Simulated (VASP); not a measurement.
# NaCl (Fm-3m) in VASP: a series of runs

The runs below take NaCl through relaxation of cell and atoms, with LDA, PBEsol, r2SCAN.

Program: VASP 6.6.1. These are calculated values, not measurements. Logs are shortened: lines on timing, memory, paths and dates and some standing lists are left out, and cuts for length are marked.

## 1. The cell of the first run

The structure is cubic, space group Fm-3m (No. 225). The conventional cell has a = 5.620 Å, b = 5.620 Å, c = 5.620 Å, α = 90.00°, β = 90.00°, γ = 90.00°. Na (site symmetry m-3m) has 6 Cl at 2.81 Å within 3.7 Å. Within 3.7 Å of Cl (site symmetry m-3m) lie 6 Na at 2.81 Å.

## 2. Relaxation of cell and atoms, LDA

Contents of INCAR:

```
SYSTEM = NaCl
PREC = Accurate
ENCUT = 600
EDIFF = 1E-7
ISMEAR = 0
SIGMA = 0.01
LREAL = .FALSE.
LASPH = .TRUE.
NELM = 100
ALGO = Normal
ISIF = 3
LWAVE = .FALSE.
LCHARG = .FALSE.
IBRION = 2
NSW = 80
EDIFFG = -0.01
```

Contents of KPOINTS:

```
Automatic mesh
0
G
  6 6 6
  0 0 0
```

Contents of POSCAR:

```
NaCl
1.0
    0.0000000000      2.8100000000      2.8100000000
    2.8100000000      0.0000000000      2.8100000000
    2.8100000000      2.8100000000      0.0000000000
Na Cl
1 1
Direct
    0.0000000000      0.0000000000      0.0000000000
    0.5000000000      0.5000000000      0.5000000000
```

Potentials or basis: VASP PAW LDA potentials, release 64 (Na_pv, Cl).

Run with:

```console
$ cat potpaw_LDA.64/Na_pv/POTCAR potpaw_LDA.64/Cl/POTCAR > POTCAR
$ mpirun -np 1 vasp_std > vasp.out
```

OUTCAR:

```text
SYSTEM = NaCl
   PREC = Accurate
   ENCUT = 600
   EDIFF = 1E-7
   ISMEAR = 0
   LREAL = .FALSE.
   LASPH = .TRUE.
   NELM = 100
   ISIF = 3
   IBRION = 2
   NSW = 80
   EDIFFG = -0.01

 ion  position               nearest neighbor table
   1  0.000  0.000  0.000-
   2  0.500  0.500  0.500-

  LATTYP: Found a face centered cubic cell.
 ALAT       =     5.6200000000

  Lattice vectors:

 A1 = (   0.0000000000,   2.8100000000,   2.8100000000)
 A2 = (   2.8100000000,   0.0000000000,   2.8100000000)
 A3 = (   2.8100000000,   2.8100000000,   0.0000000000)

Analysis of symmetry for initial positions (statically):
=====================================================================
 Subroutine PRICEL returns:
 Original cell was already a primitive cell.

 Routine SETGRP: Setting up the symmetry group for a
 face centered cubic supercell.

 Subroutine GETGRP returns: Found 48 space group operations
 (whereof 48 operations were pure point group operations)
 out of a pool of 48 trial point group operations.

The static configuration has the point symmetry O_h .

Analysis of symmetry for dynamics (positions and initial velocities):
=====================================================================
 Subroutine PRICEL returns:
 Original cell was already a primitive cell.

 Routine SETGRP: Setting up the symmetry group for a
 face centered cubic supercell.

 Subroutine GETGRP returns: Found 48 space group operations
 (whereof 48 operations were pure point group operations)
 out of a pool of 48 trial point group operations.

The dynamic configuration has the point symmetry O_h .

 Subroutine INISYM returns: Found 48 space group operations
 (whereof 48 operations are pure point group operations),
 and found     1 'primitive' translations

----------------------------------------------------------------------------------------

                                     Primitive cell

  volume of cell :      44.3761

  direct lattice vectors                    reciprocal lattice vectors
     0.000000000  2.810000000  2.810000000    -0.177935943  0.177935943  0.177935943
     2.810000000  0.000000000  2.810000000     0.177935943 -0.177935943  0.177935943
     2.810000000  2.810000000  0.000000000     0.177935943  0.177935943 -0.177935943

  length of vectors
     3.973940110  3.973940110  3.973940110     0.308194094  0.308194094  0.308194094

  position of ions in fractional coordinates (direct lattice)
     0.000000000  0.000000000  0.000000000
     0.500000000  0.500000000  0.500000000

  ion indices of the primitive-cell ions
   primitive index   ion index
                 1           1
                 2           2

----------------------------------------------------------------------------------------

 KPOINTS: Automatic mesh

Automatic generation of k-mesh.
 Grid dimensions read from file:
 generate k-points for:    6    6    6

 Generating k-lattice:

  Cartesian coordinates                     Fractional coordinates (reciprocal lattice)
    -0.029655991  0.029655991  0.029655991     0.166666667  0.000000000  0.000000000
     0.029655991 -0.029655991  0.029655991     0.000000000  0.166666667  0.000000000
     0.029655991  0.029655991 -0.029655991     0.000000000  0.000000000  0.166666667

  Length of vectors
     0.051365682  0.051365682  0.051365682

  Shift w.r.t. Gamma in fractional coordinates (k-lattice)
     0.000000000  0.000000000  0.000000000

 Subroutine IBZKPT returns following result:
 ===========================================

 Found     16 irreducible k-points:

 Following reciprocal coordinates:
            Coordinates               Weight
  0.000000  0.000000  0.000000      1.000000
  0.166667  0.000000  0.000000      8.000000
  0.333333  0.000000  0.000000      8.000000
  0.500000  0.000000  0.000000      4.000000
  0.166667  0.166667  0.000000      6.000000
  0.333333  0.166667  0.000000     24.000000
[... 8 lines left out ...]
 -0.333333  0.333333  0.166667     24.000000
 -0.333333  0.500000  0.166667     12.000000
   k-points           NKPTS =     16   k-points in BZ     NKDIM =     16   number of bands    NBANDS=     11
   number of dos      NEDOS =    301   number of ions     NIONS =      2
   total plane-waves  NPLWV =  32768
   dimension x,y,z NGX =    32 NGY =   32 NGZ =   32
   dimension x,y,z NGXF=    64 NGYF=   64 NGZF=   64
   ions per type =               1   1
   NGX,Y,Z   is equivalent  to a cutoff of  13.39, 13.39, 13.39 a.u.
   NGXF,Y,Z  is equivalent  to a cutoff of  26.77, 26.77, 26.77 a.u.
 SYSTEM =  NaCl
   PREC   = accura    normal or accurate (medium, high low for compatibility)
   ISTART =      0    job   : 0-new  1-cont  2-samecut
   ICHARG =      2    charge: 1-file 2-atom 10-const
   ISPIN  =      1    spin polarized calculation?
   LNONCOLLINEAR =      F non collinear calculations
   LSORBIT =      F    spin-orbit coupling
   LASPH  =      T    aspherical Exc in radial PAW
[... 61 lines left out ...]
  external PRESSURE =     -21.9845119 kB  Pullay stress =       0.0000000 kB

 VOLUME and BASIS-vectors are now :
 -----------------------------------------------------------------------------
  energy-cutoff  :      600.00
  volume of cell :       44.38
      direct lattice vectors                 reciprocal lattice vectors
     0.000000000  2.810000000  2.810000000    -0.177935943  0.177935943  0.177935943
     2.810000000  0.000000000  2.810000000     0.177935943 -0.177935943  0.177935943
     2.810000000  2.810000000  0.000000000     0.177935943  0.177935943 -0.177935943

 POSITION                                       TOTAL-FORCE (eV/Angst)
 -----------------------------------------------------------------------------------
      0.00000      0.00000      0.00000         0.000000     -0.000000      0.000000
      2.81000      2.81000      2.81000        -0.000000      0.000000     -0.000000
 -----------------------------------------------------------------------------------
    total drift:                                0.000000     -0.000000     -0.000000

  FREE ENERGIE OF THE ION-ELECTRON SYSTEM (eV)
  ---------------------------------------------------
  free  energy   TOTEN  =        -7.3632367062 eV
[... 53 lines left out ...]
 VOLUME and BASIS-vectors are now :
 -----------------------------------------------------------------------------
  energy-cutoff  :      600.00
  volume of cell :       40.94
      direct lattice vectors                 reciprocal lattice vectors
     0.000000000  2.735592396  2.735592396    -0.182775768  0.182775768  0.182775768
     2.735592396 -0.000000000  2.735592396     0.182775768 -0.182775768  0.182775768
     2.735592396  2.735592396  0.000000000     0.182775768  0.182775768 -0.182775768

 POSITION                                       TOTAL-FORCE (eV/Angst)
 -----------------------------------------------------------------------------------
      0.00000      0.00000      0.00000        -0.000000     -0.000000     -0.000000
      2.73559      2.73559      2.73559         0.000000      0.000000      0.000000
 -----------------------------------------------------------------------------------
    total drift:                                0.000000     -0.000000     -0.000000

  FREE ENERGIE OF THE ION-ELECTRON SYSTEM (eV)
  ---------------------------------------------------
  free  energy   TOTEN  =        -7.3896262420 eV

  energy  without entropy=       -7.3896262420  energy(sigma->0) =       -7.38962624

--------------------------------------- Ionic step        4  -------------------------------------------

 number of electron      14.0000003 magnetization

 Free energy of the ion-electron system (eV)
  ---------------------------------------------------
  ext. energy  EPLUGINS =         0.00000000
  ---------------------------------------------------
  free energy    TOTEN  =        -7.38966143 eV

  energy without entropy =       -7.38966143  energy(sigma->0) =       -7.38966143

 E-fermi :  -0.3151     XC(G=0):  -9.1352

 val. band max:       -0.3618172919   @ k =   0.0000   0.0000   0.0000
 cond. band min:       4.7167843555   @ k =   0.0000   0.0000   0.0000
 fundamental gap:      5.0786016475
 Fermi energy:        -0.3151242023

 k-point     1 :       0.0000    0.0000    0.0000
  band No.  band energies     occupation
      1     -20.9899      2.00000
      2     -20.9899      2.00000
      3     -20.9899      2.00000
      4     -13.1837      2.00000
      5      -0.3618      2.00000
      6      -0.3618      2.00000
      7      -0.3618      2.00000
      8       4.7168      0.00000
      9      10.5672      0.00000
     10      10.5672      0.00000
     11      10.5672      0.00000

 k-point     2 :       0.1667    0.0000    0.0000
  band No.  band energies     occupation
      1     -21.0022      2.00000
      2     -20.9907      2.00000
      3     -20.9907      2.00000
      4     -13.0726      2.00000
      5      -1.1000      2.00000
      6      -0.4501      2.00000
      7      -0.4501      2.00000
      8       5.6083      0.00000
      9       9.7738      0.00000
     10      10.8963      0.00000
     11      10.8963      0.00000

 k-point     3 :       0.3333    0.0000    0.0000
  band No.  band energies     occupation
      1     -21.0264      2.00000
      2     -20.9924      2.00000
      3     -20.9924      2.00000
      4     -12.8378      2.00000
      5      -2.2208      2.00000
      6      -0.6169      2.00000
      7      -0.6169      2.00000
      8       6.6050      0.00000
      9       9.8496      0.00000
     10      10.7643      0.00000
     11      10.7643      0.00000
[... 193 lines left out ...]
 VOLUME and BASIS-vectors are now :
 -----------------------------------------------------------------------------
  energy-cutoff  :      600.00
  volume of cell :       40.81
      direct lattice vectors                 reciprocal lattice vectors
     0.000000000  2.732703950  2.732703950    -0.182968960  0.182968960  0.182968960
     2.732703950 -0.000000000  2.732703950     0.182968960 -0.182968960  0.182968960
     2.732703950  2.732703950  0.000000000     0.182968960  0.182968960 -0.182968960

 POSITION                                       TOTAL-FORCE (eV/Angst)
 -----------------------------------------------------------------------------------
      0.00000      2.73270      2.73270        -0.000000     -0.000000      0.000000
      2.73270      2.73270      2.73270         0.000000      0.000000     -0.000000
 -----------------------------------------------------------------------------------
    total drift:                               -0.000000     -0.000000      0.000000

  FREE ENERGIE OF THE ION-ELECTRON SYSTEM (eV)
  ---------------------------------------------------
  free  energy   TOTEN  =        -7.3896614252 eV

  energy  without entropy=       -7.3896614252  energy(sigma->0) =       -7.38966143

 reached required accuracy - stopping structural energy minimisation
```

Run time: 22 s. Hardware: 1 thread of AMD EPYC 7R43 (Zen 3), shared host; peak memory 0.12 GiB.

Results:

```yaml
Free_energy: -7.3897 eV
Relaxed_volume: 20.41 Å³/atom
Relaxed_cell: a = 3.865 Å, b = 3.865 Å, c = 3.865 Å, α = 60.00°, β = 60.00°, γ = 60.00°
Space_group_after_relaxing_to_0.05_Å: Fm-3m (No. 225)
Energy_gained_by_relaxing: 13.2 meV/atom
Ionic_steps: 4
Pressure_after_relaxing: 0.0 GPa
Band_gap_on_the_k_mesh: 5.08 eV, direct
```

Step by step:
```tsv
step	energy change (eV)	largest force (eV/Å)	pressure (GPa)	volume (Å³)
1	0.0000	0.0000	-2.20	44.38
2	-0.0204	0.0000	-1.15	42.45
3	-0.0264	0.0000	-0.10	40.94
4	-0.0264	0.0000	0.01	40.81
```

Final structure:
```cif
data_structure
_symmetry_space_group_name_H-M 'P 1'
_symmetry_Int_Tables_number 1
_cell_length_a 3.8646
_cell_length_b 3.8646
_cell_length_c 3.8646
_cell_angle_alpha 60.000
_cell_angle_beta 60.000
_cell_angle_gamma 60.000
_cell_volume 40.81
loop_
_atom_site_label
_atom_site_type_symbol
_atom_site_fract_x
_atom_site_fract_y
_atom_site_fract_z
_atom_site_occupancy
Na1 Na 0.00000 0.00000 0.00000 1
Cl1 Cl 0.50000 0.50000 0.50000 1
```

## 3. Relaxation of cell and atoms, PBEsol

Contents of INCAR:

```
SYSTEM = NaCl
ALGO = Normal
EDIFF = 1E-7
EDIFFG = -0.01
ENCUT = 600
GGA = PS
IBRION = 2
ISIF = 3
ISMEAR = 0
LASPH = .True.
LCHARG = .False.
LREAL = .False.
LWAVE = .False.
NELM = 80
NSW = 80
PREC = Accurate
SIGMA = 0.01
```

Contents of KPOINTS:

```
k-points
0
Gamma
  6 6 6
  0 0 0
```

POSCAR is that of step 2.

Potentials or basis: VASP PAW PBE potentials, release 64 (Na_pv, Cl).

Run with:

```console
$ cat potpaw_PBE.64/Na_pv/POTCAR potpaw_PBE.64/Cl/POTCAR > POTCAR
$ mpirun -np 1 vasp_std > vasp.out
```

Run time: 19 s. Hardware: 1 thread of AMD EPYC 7R43 (Zen 3), shared host; peak memory 0.14 GiB.

It converged, with:

```yaml
Free_energy: -6.9987 eV
Relaxed_volume: 22.04 Å³/atom
Relaxed_cell: a = 3.965 Å, b = 3.965 Å, c = 3.965 Å, α = 60.00°, β = 60.00°, γ = 60.00°
Space_group_after_relaxing_to_0.05_Å: Fm-3m (No. 225)
Energy_gained_by_relaxing: 0.1 meV/atom
Ionic_steps: 3
Pressure_after_relaxing: 0.0 GPa
Band_gap_on_the_k_mesh: 5.00 eV, direct
```

The path:
```
step  energy change (eV)  largest force (eV/Å)  pressure (GPa)  volume (Å³)
   1              0.0000                0.0000           -0.20        44.38
   2             -0.0002                0.0000           -0.10        44.20
   3             -0.0002                0.0000           -0.03        44.07
```

Final structure:
```
Na Cl
1.0
     0.00000    2.80361    2.80361
     2.80361    0.00000    2.80361
     2.80361    2.80361    0.00000
Na Cl
1 1
Direct
  0.00000 0.00000 0.00000
  0.50000 0.50000 0.50000
```

Levels at points of the mesh, in eV from the valence-band top:
| k point | band 3 | band 4 | band 5 | band 6 | band 7 | band 8 | band 9 | band 10 | band 11 |
| --- | --- | --- | --- | --- | --- | --- | --- | --- | --- |
| (0.00, 0.00, 0.00) | -20.62 | -12.68 | 0.00 | 0.00 | 0.00 | 5.00 | 11.01 | 11.01 | 11.01 |
| (0.50, 0.00, 0.00) | -20.62 | -12.32 | -2.03 | -0.28 | -0.28 | 7.11 | 10.64 | 10.90 | 10.90 |
| (0.50, 0.50, 0.00) | -20.63 | -12.27 | -1.75 | -0.63 | -0.63 | 7.48 | 7.88 | 11.25 | 14.77 |

Caveat: the PAW data sets were made with another functional, which shifts forces and pressure a little.

## 4. Relaxation of cell and atoms, r2SCAN

POSCAR is that of step 3.

Contents of INCAR.step1:

```
PREC     = Accurate       # precision mode
ENCUT    = 600            # plane-wave cutoff, eV
ISMEAR   = 0              # smearing method
SIGMA    = 0.01           # smearing width, eV
LREAL    = False          # projectors in reciprocal space
LASPH    = True           # aspherical terms in the spheres
NELM     = 60             # most SCF steps
GGA      = PE             # functional
ALGO     = Normal         # electronic algorithm
EDIFF    = 1E-4           # SCF threshold, eV
LWAVE    = True           # write WAVECAR
LCHARG   = False          # write CHGCAR
```

Contents of INCAR.step2:

```
PREC     = Accurate       # precision mode
ENCUT    = 600            # plane-wave cutoff, eV
EDIFF    = 1E-6           # SCF threshold, eV
ISMEAR   = 0              # smearing method
SIGMA    = 0.01           # smearing width, eV
LREAL    = False          # projectors in reciprocal space
LASPH    = True           # aspherical terms in the spheres
NELM     = 60             # most SCF steps
ALGO     = Normal         # electronic algorithm
ISIF     = 3              # what is computed and relaxed
LWAVE    = False          # write WAVECAR
LCHARG   = False          # write CHGCAR
METAGGA  = R2SCAN         # meta-GGA
LMIXTAU  = True         
IBRION   = 2              # ionic algorithm
NSW      = 80             # ionic steps
EDIFFG   = -0.01          # ionic threshold
ISTART   = 1
```

Contents of KPOINTS:

```
regular mesh
0
Gamma
  6 6 6
```

Run with:

```console
$ cat potpaw_PBE.64/Na_pv/POTCAR potpaw_PBE.64/Cl/POTCAR > POTCAR
$ cp INCAR.step1 INCAR
$ mpirun -np 1 vasp_std > vasp.out
$ cp INCAR.step2 INCAR
$ mpirun -np 1 vasp_std > vasp.out
```

It took 2.6 min on 1 thread of AMD EPYC 7R43 (Zen 3), shared host; peak memory 0.16 GiB.

It converged, with:

```yaml
Free_energy: -13.7915 eV
Relaxed_volume: 21.85 Å³/atom
Relaxed_cell: a = 3.953 Å, b = 3.953 Å, c = 3.953 Å, α = 60.00°, β = 60.00°, γ = 60.00°
Space_group_after_relaxing_to_0.05_Å: Fm-3m (No. 225)
Energy_gained_by_relaxing: 0.5 meV/atom
Ionic_steps: 4
Pressure_after_relaxing: 0.0 GPa
Band_gap_on_the_k_mesh: 6.03 eV, direct
```

The path:
| step | energy change (eV) | largest force (eV/Å) | pressure (GPa) | volume (Å³) |
| --- | --- | --- | --- | --- |
| 1 | 0.0000 | 0.0000 | -0.39 | 44.38 |
| 2 | -0.0007 | 0.0000 | -0.18 | 44.03 |
| 3 | -0.0008 | 0.0000 | -0.10 | 43.92 |
| 4 | -0.0009 | 0.0000 | 0.05 | 43.69 |

Final structure:
```
Na Cl
1.0
     0.00000    2.79552    2.79552
     2.79552    0.00000    2.79552
     2.79552    2.79552    0.00000
Na Cl
1 1
Direct
  0.00000 0.00000 0.00000
  0.50000 0.50000 0.50000
```

Levels at points of the mesh, in eV from the valence-band top:
| k point | band 5 | band 6 | band 7 | band 8 | band 9 | band 10 |
| --- | --- | --- | --- | --- | --- | --- |
| (0.00, 0.00, 0.00) | 0.00 | 0.00 | 0.00 | 6.03 | 11.78 | 11.78 |
| (0.50, 0.00, 0.00) | -2.00 | -0.29 | -0.29 | 7.99 | 11.83 | 11.83 |
| (0.50, 0.50, 0.00) | -1.75 | -0.63 | -0.63 | 8.52 | 8.59 | 12.41 |

Caveat: the PAW data sets were made with another functional, which shifts forces and pressure a little. r2SCAN opens gaps a little over a GGA but as a rule still falls short of measured ones.

## 5. Summary

| level | potentials or basis | gap on the mesh (eV) | pressure (GPa) | relaxed volume (Å³/atom) |
| --- | --- | --- | --- | --- |
| LDA | VASP PAW LDA potentials, release 64 (Na_pv, Cl) | 5.08 | 0.0 | 20.41 |
| PBEsol | VASP PAW PBE potentials, release 64 (Na_pv, Cl) | 5.00 | 0.0 | 22.04 |
| r2SCAN | VASP PAW PBE potentials, release 64 (Na_pv, Cl) | 6.03 | 0.0 | 21.85 |

Alike in all rows: task relaxation of cell and atoms; no spin polarisation; cell relaxed; k mesh 6 × 6 × 6; cutoff (eV) 600; smearing gaussian 0.01 eV.

Caveats: the PAW data sets were made with another functional, which shifts forces and pressure a little (some runs).

Absolute energies hang on the potentials; compare differences alone.
